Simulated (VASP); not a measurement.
## HfSi: relaxation of cell and atoms with PBEsol

HfSi:

```
Hf Si
1.0
     6.83492    0.00000    0.00000
     0.00000    3.75031    0.00000
     0.00000    0.00000    5.20375
Hf Si
4 4
Direct
  0.17524 0.25000 0.12570
  0.32476 0.75000 0.62570
  0.67524 0.25000 0.37430
  0.82476 0.75000 0.87430
  0.04316 0.25000 0.64083
  0.45684 0.75000 0.14083
  0.54316 0.25000 0.85917
  0.95684 0.75000 0.35917
```

```
Program                : VASP 6.6.1
Task                   : relaxation of cell and atoms
Functional             : PBEsol
Potentials or basis    : VASP PAW PBE potentials, release 64 (Hf_pv, Si)
Cutoff                 : 600 eV
k mesh                 : 6 × 10 × 8
Occupations            : gaussian, width 0.1 eV
Spin                   : no spin polarisation
Dipole correction      : no
Further INCAR settings : ALGO = Fast; EDIFF = 1e-06; IBRION = 2; EDIFFG = -0.005; NSW = 100; ISIF = 3
```

```yaml
Relaxed_volume: 16.68 Å³/atom
Relaxed_cell: a = 6.824 Å, b = 3.760 Å, c = 5.202 Å, α = 90.00°, β = 90.00°, γ = 90.00°
Space_group_after_relaxing_to_0.1_Å: Pnma (No. 62)
Energy_gained_by_relaxing: 0.2 meV/atom
Ionic_steps: 9
Pressure_after_relaxing: 0.0 GPa
Largest_force_after_relaxing: 0.004 eV/Å
Band_gap_on_the_k_mesh: zero (bands 28 and 29 overlap by 0.40 eV)
```

Forces in eV/Å, atoms in the order of the input:
```
Hf   0.001  0.000  0.004
Hf  -0.001  0.000  0.004
Hf   0.001  0.000 -0.004
Hf  -0.001  0.000 -0.004
Si  -0.002  0.000  0.002
Si   0.002  0.000  0.002
Si  -0.002  0.000 -0.002
Si   0.002  0.000 -0.002
```

The path:
```tsv
step	energy change (eV)	largest force (eV/Å)	pressure (GPa)	volume (Å³)
1	0.0000	0.0764	0.12	133.39
2	-0.0013	0.0127	-0.19	133.62
3	-0.0013	0.0116	-0.20	133.64
4	-0.0014	0.0152	0.23	133.30
5	-0.0015	0.0082	0.07	133.44
6	-0.0015	0.0085	0.01	133.47
7	-0.0015	0.0082	0.00	133.46
8	-0.0015	0.0082	0.01	133.45
9	-0.0015	0.0038	0.01	133.47
```

Final structure:
```yaml
crystal:
  lattice:
    - [6.82447, 0.00000, 0.00000]
    - [0.00000, 3.75951, 0.00000]
    - [0.00000, 0.00000, 5.20222]
  atoms:
    - { symbol: Hf, position: [0.17553, 0.25000, 0.12623] }
    - { symbol: Hf, position: [0.32447, 0.75000, 0.62623] }
    - { symbol: Hf, position: [0.67553, 0.25000, 0.37377] }
    - { symbol: Hf, position: [0.82447, 0.75000, 0.87377] }
    - { symbol: Si, position: [0.04305, 0.25000, 0.63998] }
    - { symbol: Si, position: [0.45695, 0.75000, 0.13998] }
    - { symbol: Si, position: [0.54305, 0.25000, 0.86002] }
    - { symbol: Si, position: [0.95695, 0.75000, 0.36002] }
```

Levels at points of the mesh, in eV from the Fermi level:
```
           k point  band 24  band 25  band 26  band 27  band 28  band 29  band 30  band 31  band 32  band 33
(0.00, 0.00, 0.00)    -2.15    -0.83    -0.54    -0.33    -0.26     0.36     0.65     0.89     1.28     1.28
(0.50, 0.00, 0.00)    -2.54    -0.92    -0.92    -0.61    -0.61     0.06     0.06     1.09     1.09     2.33
(0.00, 0.50, 0.00)    -2.63    -2.12    -2.12    -1.71    -1.71     2.08     2.08     2.53     2.53     3.14
(0.50, 0.50, 0.00)    -3.14    -2.02    -2.02    -2.02    -2.02     2.89     2.89     2.89     2.89     3.40
(0.00, 0.00, 0.50)    -1.84    -1.24    -1.24    -0.22    -0.22     0.88     0.88     0.95     0.95     1.68
(0.50, 0.00, 0.50)    -2.69    -1.27    -1.27    -0.77    -0.77     0.54     0.54     1.29     1.29     1.82
(0.00, 0.50, 0.50)    -2.75    -0.81    -0.81    -0.57    -0.57    -0.06    -0.06     0.87     0.87     3.01
(0.50, 0.50, 0.50)    -2.70    -1.71    -1.71    -1.71    -1.71     1.94     1.94     1.94     1.94     3.00
```

Run time: 50 min on 1 thread of Oxide Virtual Turin-like Processor, with other jobs on the host, peak memory 0.59 GiB.

Caveat: the PAW data sets were made with another functional, which shifts forces and pressure a little; spin-orbit coupling is left out, which moves the levels of the heavy elements.
